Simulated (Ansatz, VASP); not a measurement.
**MoSe: VASP beside Ansatz**

```
Mo Se
1.0
     0.00000    2.61016    2.61016
     5.22033    2.61016    2.61016
     5.22033    5.22033    0.00000
Mo Se
2 2
Cartesian
  0.0000 2.6102 2.6102
  2.6102 5.2203 2.6102
  2.6102 2.6102 2.6102
  5.2203 5.2203 2.6102
```

Alike in both runs: task single point; functional PBE; k mesh 14 × 14 × 7; occupations gaussian, width 0.05 eV; collinear spin; Hubbard terms Mo d U = 4.0 eV.

```csv
,VASP,Ansatz
version,VASP 6.6.1,Ansatz 0.2.0
potentials or method,"VASP PAW PBE potentials, release 64 (Mo_sv, Se), cutoff 520 eV","scalar-relativistic, plane waves, PAW"
valence electrons in the cell,40,60
```

```csv
,VASP,Ansatz,Ansatz less VASP
gap on the k mesh at the Fermi level (eV),none,none,-
pressure (GPa),24.3,28.4,+4.10
net moment per atom (μB),0.00,0.00,0.000
size of the moment on the site where the two differ most (μB),3.09,2.75,-0.334
```

Site moments also hang on the region over which each program counts them. The programs project onto different local orbitals, so the same U acts differently, and such runs can settle in different states. A gap of «none» marks a metal or a gap that the smearing closes. VASP's potentials hold 40 valence electrons a cell and Ansatz's 60, so a difference there can come from the potentials and not from the codes. Ansatz's warnings: filled band counts differ across k points.
